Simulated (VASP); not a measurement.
Set up this calculation in VASP 6.6.1, as the native input.

| Property | Result |
| --- | --- |
| Task | electric field gradients |
| Functional | PBE |
| Potentials or basis | VASP PAW PBE potentials, release 64 (Au, Bi_d) |
| Cutoff | 400 eV |
| k mesh | 12 × 12 × 12 |
| Occupations | fermi-dirac, width 0.03 eV |
| Spin | no spin polarisation |
| Dipole correction | no |
| Further INCAR settings | ALGO = Normal; EDIFF = 1e-08; NBANDS = 20 |

The structure of BiAu (rocksalt type) lies in POSCAR:

```
BiAu
1.0
    0.0000000000      2.9921384358      2.9921384358
    2.9921384358      0.0000000000      2.9921384358
    2.9921384358      2.9921384358      0.0000000000
Au Bi
1 1
Direct
    0.0000000000      0.0000000000      0.0000000000
    0.5000000000      0.5000000000      0.5000000000
```

This cell differs from its parent crystal: volume scaled by 1.02.

One way to write it, as run:

INCAR

```
SYSTEM = BiAu
ALGO     = Normal         ! electronic algorithm
EDIFF    = 1E-8           ! SCF threshold, eV
ENCUT    = 400            ! plane-wave cutoff, eV
GGA      = PE             ! functional
GGA_COMPAT= .False.      
ISIF     = 2              ! what is computed and relaxed
ISMEAR   = -1             ! smearing method
LASPH    = .True.         ! aspherical terms in the spheres
LCHARG   = .False.        ! write CHGCAR
LEFG     = .True.       
LREAL    = .False.        ! projectors in reciprocal space
LWAVE    = .False.        ! write WAVECAR
NBANDS   = 20             ! bands
NELM     = 120            ! most SCF steps
PREC     = Accurate       ! precision mode
SIGMA    = 0.03           ! smearing width, eV
```

KPOINTS

```
k-points
0
Gamma
  12 12 12
  0 0 0
```

Potentials or basis: VASP PAW PBE potentials, release 64 (Au, Bi_d).

The run is started by

```console
$ cat potpaw_PBE.64/Au/POTCAR potpaw_PBE.64/Bi_d/POTCAR > POTCAR
$ mpirun -np 1 vasp_std > vasp.out
```

Results of the run:

| Quantity | Value |
| --- | --- |
| Pressure | -1.4 GPa |
| Band gap on the k mesh | zero (band 13 reaches 9.83 eV, above the bottom of band 14 at 4.76 eV) |

Caveat: without QUAD_EFG the Cq values of the log hold for a quadrupole moment of 1 mb, not for the nuclei; spin-orbit coupling is left out, which moves the levels of the heavy elements.

Run time: 33 s on 1 thread of Intel(R) Xeon(R) Platinum 8488C (Sapphire Rapids), with other jobs on the host, peak memory 0.19 GiB.
